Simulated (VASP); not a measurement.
# PtSeS4 (P-43m) in VASP: a series of runs

Runs on PtSeS4. Level: PBE. Tasks: single point.

All numbers are computed with VASP 6.6.1; they aren't measurements. Logs are shortened: lines on timing, memory, paths and dates and some standing lists are left out, and cuts for length are marked.

**1. The cell of the first run**

It takes space group P-43m (No. 215, cubic). The conventional cell has a = 4.898 Å, b = 4.898 Å, c = 4.898 Å, α = 90.00°, β = 90.00°, γ = 90.00°. Pt (site symmetry -43m) has 4 S at 1.26 Å within 1.7 Å. Within 4.3 Å of Se (site symmetry -43m) lie 16 S at 2.99 to 4.00 Å and 8 Pt at 4.24 Å. Within 1.7 Å of S (site symmetry 3m) lie 1 Pt at 1.26 Å.

The cell was built from a structure type or drawn by symmetry, and may not be a known phase.

**2. Single point, PBE, collinear spin**

File INCAR:

```
PREC = Accurate ; ENCUT = 500
EDIFF = 1E-6 ; ISMEAR = 0
SIGMA = 0.1 ; LREAL = F
LASPH = T ; NELM = 200
ALGO = Normal ; ISIF = 2
LWAVE = F ; LCHARG = T
ISPIN = 2 ; MAGMOM = 1 0 0 0 0 0
LORBIT = 11 ; LMAXMIX = 4
GGA = PE ; LELF = T
LVHAR = T ; NBANDS = 33
GGA_COMPAT = F
```

File KPOINTS:

```
Automatic mesh
0
Gamma
  4 4 4
```

File POSCAR:

```
PtSeS4
1.0
    4.8978849200      0.0000000000      0.0000000000
    0.0000000000      4.8978849200      0.0000000000
    0.0000000000      0.0000000000      4.8978849200
Pt Se S
1 1 4
Direct
    0.0000000000      0.0000000000      0.0000000000
    0.5000000000      0.5000000000      0.5000000000
    0.1480000000      0.1480000000      0.1480000000
    0.1480000000      0.8520000000      0.8520000000
    0.8520000000      0.8520000000      0.1480000000
    0.8520000000      0.1480000000      0.8520000000
```

Potentials or basis: VASP PAW PBE potentials, release 64 (Pt, Se, S).

Launch:

```console
$ cat potpaw_PBE.64/Pt/POTCAR potpaw_PBE.64/Se/POTCAR potpaw_PBE.64/S/POTCAR > POTCAR
$ mpirun -np 1 vasp_std > vasp.out
```

OUTCAR:

```text
PREC = Accurate
   ENCUT = 500
   EDIFF = 1E-6
   ISMEAR = 0
   LREAL = F
   LASPH = T
   NELM = 200
   ISIF = 2
   ISPIN = 2
   LORBIT = 11
   GGA = PE

 ion  position               nearest neighbor table
   1  0.000  0.000  0.000-   3 1.26   4 1.26   5 1.26   6 1.26
   2  0.500  0.500  0.500-
   3  0.148  0.148  0.148-   1 1.26   4 2.05   5 2.05   6 2.05
   4  0.148  0.852  0.852-   1 1.26   3 2.05   5 2.05   6 2.05
   5  0.852  0.852  0.148-   1 1.26   3 2.05   4 2.05   6 2.05
   6  0.852  0.148  0.852-   1 1.26   3 2.05   4 2.05   5 2.05

 -----------------------------------------------------------------------------
|                                                                             |
|           W    W    AA    RRRRR   N    N  II  N    N   GGGG   !!!           |
|           W    W   A  A   R    R  NN   N  II  NN   N  G    G  !!!           |
|           W    W  A    A  R    R  N N  N  II  N N  N  G       !!!           |
|           W WW W  AAAAAA  RRRRR   N  N N  II  N  N N  G  GGG   !            |
|           WW  WW  A    A  R   R   N   NN  II  N   NN  G    G                |
|           W    W  A    A  R    R  N    N  II  N    N   GGGG   !!!           |
|                                                                             |
|     The distance between some ions is very small. Please check the          |
|     nearest-neighbor list in the OUTCAR file.                               |
|     I HOPE YOU KNOW WHAT YOU ARE DOING!                                     |
|                                                                             |
 -----------------------------------------------------------------------------

  LATTYP: Found a simple cubic cell.
 ALAT       =     4.8978849200

  Lattice vectors:

 A1 = (   4.8978849200,   0.0000000000,   0.0000000000)
 A2 = (   0.0000000000,   4.8978849200,   0.0000000000)
 A3 = (   0.0000000000,   0.0000000000,   4.8978849200)

Analysis of symmetry for initial positions (statically):
=====================================================================
 Subroutine PRICEL returns:
 Original cell was already a primitive cell.

 Routine SETGRP: Setting up the symmetry group for a
 simple cubic supercell.

 Subroutine GETGRP returns: Found 24 space group operations
 (whereof 24 operations were pure point group operations)
 out of a pool of 48 trial point group operations.

The static configuration has the point symmetry T_d .

Analysis of symmetry for dynamics (positions and initial velocities):
=====================================================================
 Subroutine PRICEL returns:
 Original cell was already a primitive cell.

 Routine SETGRP: Setting up the symmetry group for a
 simple cubic supercell.

 Subroutine GETGRP returns: Found 24 space group operations
 (whereof 24 operations were pure point group operations)
 out of a pool of 48 trial point group operations.

The dynamic configuration has the point symmetry T_d .

Analysis of structural, dynamic, and magnetic symmetry:
=====================================================================
 Subroutine PRICEL returns:
 Original cell was already a primitive cell.

 Routine SETGRP: Setting up the symmetry group for a
 simple cubic supercell.

 Subroutine GETGRP returns: Found 24 space group operations
 (whereof 24 operations were pure point group operations)
 out of a pool of 48 trial point group operations.

The overall configuration has the point symmetry T_d .

 Subroutine INISYM returns: Found 24 space group operations
 (whereof 24 operations are pure point group operations),
 and found     1 'primitive' translations

----------------------------------------------------------------------------------------

                                     Primitive cell

  volume of cell :     117.4967

  direct lattice vectors                    reciprocal lattice vectors
     4.897884920  0.000000000  0.000000000     0.204169762  0.000000000  0.000000000
     0.000000000  4.897884920  0.000000000     0.000000000  0.204169762  0.000000000
     0.000000000  0.000000000  4.897884920     0.000000000  0.000000000  0.204169762

  length of vectors
     4.897884920  4.897884920  4.897884920     0.204169762  0.204169762  0.204169762
[... 58 lines left out ...]
   total plane-waves  NPLWV =  46656
   dimension x,y,z NGX =    36 NGY =   36 NGZ =   36
   dimension x,y,z NGXF=    72 NGYF=   72 NGZF=   72
   ions per type =               1   1   4
   NGX,Y,Z   is equivalent  to a cutoff of  12.22, 12.22, 12.22 a.u.
   NGXF,Y,Z  is equivalent  to a cutoff of  24.44, 24.44, 24.44 a.u.
 SYSTEM =  unknown system
   PREC   = accura    normal or accurate (medium, high low for compatibility)
   ISTART =      0    job   : 0-new  1-cont  2-samecut
   ICHARG =      2    charge: 1-file 2-atom 10-const
   ISPIN  =      2    spin polarized calculation?
   LNONCOLLINEAR =      F non collinear calculations
   LSORBIT =      F    spin-orbit coupling
   LASPH  =      T    aspherical Exc in radial PAW
   ENCUT  =  500.0 eV  36.75 Ry    6.06 a.u.   8.93  8.93  8.93*2*pi/ulx,y,z
   NELM   =    200;   NELMIN=  2; NELMDL= -5     # of ELM steps
   EDIFF  = 0.1E-05   stopping-criterion for ELM
   LREAL  =      F    real-space projection
   EDIFFG = 0.1E-04   stopping-criterion for IOM
   NSW    =      0    number of steps for IOM
   IBRION =     -1    ionic relax: 0-MD 1-quasi-New 2-CG
   NFREE  =      0    steps in history (QN), initial steepest desc. (CG)
   ISIF   =      2    stress and relaxation
   ISYM   =      2    0-nonsym 1-usesym 2-fastsym
   POTIM  = 0.5000    time-step for ionic-motion
   TEBEG  =    0.0;   TEEND  =   0.0 temperature during run
   PSTRESS=    0.0 pullay stress
   NELECT =      40.0000    total number of electrons
   NUPDOWN=      -1.0000    fix difference up-down
   EMIN   =  10.00;   EMAX   =-10.00  energy-range for DOS
   EFERMI =   0.00;   METHOD = LEGACY
   ISMEAR =     0;   SIGMA  =   0.10  broadening in eV -4-tet -1-fermi 0-gaus
   EFERMI_NEDOS =   21; number of points for ismear=-14 and -15
   IALGO  =     38    algorithm
   IMIX   =      4    mixing-type and parameters
     AMIX     =   0.40;   BMIX     =  1.00
     AMIX_MAG =   1.60;   BMIX_MAG =  1.00
  volume/ion in A,a.u.               =      19.58       132.15
  Fermi-wavevector in a.u.,A,eV,Ry     =   1.143105  2.160156 17.778594  1.306690
  Thomas-Fermi vector in A             =   2.279801
   LORBIT       =     11    0 simple, 1 ext, 2 COOP (PROOUT), +10 PAW based schemes
   GGA     = PE    functional components
   LHFCALC =     F    Hartree Fock is set to
   AEXX    =    0.0000 exact exchange contribution
   IVDW    =     0    specifies the selected vdW correction
   LEPSILON=     F    determine dielectric tensor
   LRPA    =     F    only Hartree local field effects (RPA)
 spin polarized calculation
 Gauss-broadening in eV      SIGMA  =   0.10
  energy-cutoff  :      500.00
  volume of cell :      117.50
 maximum number of plane-waves:      3016
 NGX is ok and might be reduce to    36
   NGX = 17   NGY = 17   NGZ = 17

 number of electron      40.0000004 magnetization       0.0002207

 number of electron      40.0000004 magnetization      -0.0000195

 Free energy of the ion-electron system (eV)
  ---------------------------------------------------
  ext. energy  EPLUGINS =         0.00000000
  ---------------------------------------------------
  free energy    TOTEN  =       178.82267828 eV

  energy without entropy =      178.84545562  energy(sigma->0) =      178.83406695

 E-fermi :   5.4979     XC(G=0):  -9.3724

 val. band max:        5.4152302932   @ k =   0.5000   0.2500   0.2500
 cond. band min:       5.5739234961   @ k =   0.5000   0.5000   0.2500
 fundamental gap:      0.1586932029
 Fermi energy:         5.4979087221

 spin component 1

 k-point     1 :       0.0000    0.0000    0.0000
  band No.  band energies     occupation
      1     -21.1476      1.00000
      2     -21.1476      1.00000
      3     -21.1476      1.00000
      4     -20.3574      1.00000
      5     -20.3574      1.00000
      6     -10.5528      1.00000
[... 339 lines left out ...]
     31      15.0329      0.00000
     32      15.2505      0.00000
 Fermi energy:         5.4979087221

 spin component 2

 k-point     1 :       0.0000    0.0000    0.0000
  band No.  band energies     occupation
      1     -21.1476      1.00000
      2     -21.1476      1.00000
      3     -21.1476      1.00000
      4     -20.3573      1.00000
      5     -20.3573      1.00000
      6     -10.5528      1.00000
[... 339 lines left out ...]
     31      15.0329      0.00000
     32      15.2506      0.00000
 [bands above 32 left out]

------------------------ aborting loop because EDIFF is reached ----------------------------------------

  FORCE on cell =-STRESS in cart. coord.  units (eV):
  Direction    XX          YY          ZZ          XY          YZ          ZX
  --------------------------------------------------------------------------------------
  -------------------------------------------------------------------------------------
  Total      314.7570892    314.7570892    314.7570892      0.0000000     -0.0000000      0.0000000
  in kB     4292.0065148   4292.0065148   4292.0065148      0.0000000     -0.0000000      0.0000000
  external PRESSURE =    4292.0065148 kB  Pullay stress =       0.0000000 kB

 VOLUME and BASIS-vectors are now :
 -----------------------------------------------------------------------------
  energy-cutoff  :      500.00
  volume of cell :      117.50
      direct lattice vectors                 reciprocal lattice vectors
     4.897884920  0.000000000  0.000000000     0.204169762  0.000000000  0.000000000
     0.000000000  4.897884920  0.000000000     0.000000000  0.204169762  0.000000000
     0.000000000  0.000000000  4.897884920     0.000000000  0.000000000  0.204169762

 POSITION                                       TOTAL-FORCE (eV/Angst)
 -----------------------------------------------------------------------------------
      0.00000      0.00000      0.00000         0.000000     -0.000000      0.000000
      2.44894      2.44894      2.44894         0.000000     -0.000000      0.000000
      0.72489      0.72489      0.72489       109.381861    109.381861    109.381861
      0.72489      4.17300      4.17300       109.381861   -109.381861   -109.381861
      4.17300      4.17300      0.72489      -109.381861   -109.381861    109.381861
      4.17300      0.72489      4.17300      -109.381861    109.381861   -109.381861
 -----------------------------------------------------------------------------------
    total drift:                               -0.000000     -0.000000     -0.000000

  FREE ENERGIE OF THE ION-ELECTRON SYSTEM (eV)
  ---------------------------------------------------
  free  energy   TOTEN  =       178.8226782786 eV

  energy  without entropy=      178.8454556161  energy(sigma->0) =      178.83406695

 total charge

# of ion       s       p       d       tot
------------------------------------------
    1        3.093   5.918  12.361  21.372
    2        1.506   2.116   0.011   3.633
    3        1.323   2.973   0.000   4.296
    4        1.323   2.973   0.000   4.296
    5        1.323   2.973   0.000   4.296
    6        1.323   2.973   0.000   4.296
--------------------------------------------------
tot          9.890  19.927  12.372  42.189

 magnetization (x)

# of ion       s       p       d       tot
------------------------------------------
    1        0.000  -0.000   0.000   0.000
    2       -0.000  -0.000  -0.000  -0.000
    3       -0.000   0.000   0.000  -0.000
    4       -0.000   0.000   0.000  -0.000
    5       -0.000   0.000   0.000  -0.000
    6       -0.000   0.000   0.000  -0.000
--------------------------------------------------
tot          0.000  -0.000   0.000  -0.000
```

It took 2.1 min on 1 thread of Intel Xeon 8259CL, shared host; peak memory 0.27 GiB.

What came out:

| Item | Value |
| --- | --- |
| Free energy | 178.8227 eV |
| Pressure | 429.2 GPa |
| Largest force | 189.455 eV/Å |
| Band gap on the k mesh | zero (filled and empty bands overlap) |
| Net moment | 0.00 μB per cell |

Forces on the atoms (eV/Å):
```
Pt     0.000    0.000    0.000
Se     0.000    0.000    0.000
S    109.382  109.382  109.382
S    109.382 -109.382 -109.382
S   -109.382 -109.382  109.382
S   -109.382  109.382 -109.382
```

Levels at points of the mesh, in eV from the Fermi level:
Spin up:
| k point | band 17 | band 18 | band 19 | band 20 | band 21 | band 22 | band 23 | band 24 |
| --- | --- | --- | --- | --- | --- | --- | --- | --- |
| (0.00, 0.00, 0.00) | -2.07 | -1.69 | -1.69 | -0.57 | -0.57 | -0.57 | 4.06 | 4.06 |
| (0.50, 0.00, 0.00) | -3.01 | -1.35 | -0.43 | -0.43 | -0.22 | 0.90 | 3.29 | 3.61 |
| (0.50, 0.50, 0.00) | -2.78 | -1.04 | -1.04 | -0.91 | 0.92 | 1.20 | 3.65 | 3.77 |
| (0.50, 0.50, 0.50) | -1.63 | -0.19 | -0.19 | -0.19 | 1.36 | 1.36 | 3.67 | 3.67 |
Spin down:
| k point | band 17 | band 18 | band 19 | band 20 | band 21 | band 22 | band 23 | band 24 |
| --- | --- | --- | --- | --- | --- | --- | --- | --- |
| (0.00, 0.00, 0.00) | -2.07 | -1.69 | -1.69 | -0.57 | -0.57 | -0.57 | 4.06 | 4.06 |
| (0.50, 0.00, 0.00) | -3.01 | -1.35 | -0.43 | -0.43 | -0.22 | 0.90 | 3.29 | 3.61 |
| (0.50, 0.50, 0.00) | -2.78 | -1.04 | -1.04 | -0.91 | 0.92 | 1.20 | 3.65 | 3.77 |
| (0.50, 0.50, 0.50) | -1.63 | -0.19 | -0.19 | -0.19 | 1.36 | 1.36 | 3.67 | 3.67 |

Caveat: atoms lie so close that the PAW spheres overlap strongly, which falsifies energies and pressures; the cell stands under pressure; spin-orbit coupling is left out, which moves the levels of the heavy elements; forces of over 1 eV/Å act on the atoms, so gaps and moduli don't describe the material at rest.

(Part 1 of 2 ends here.)
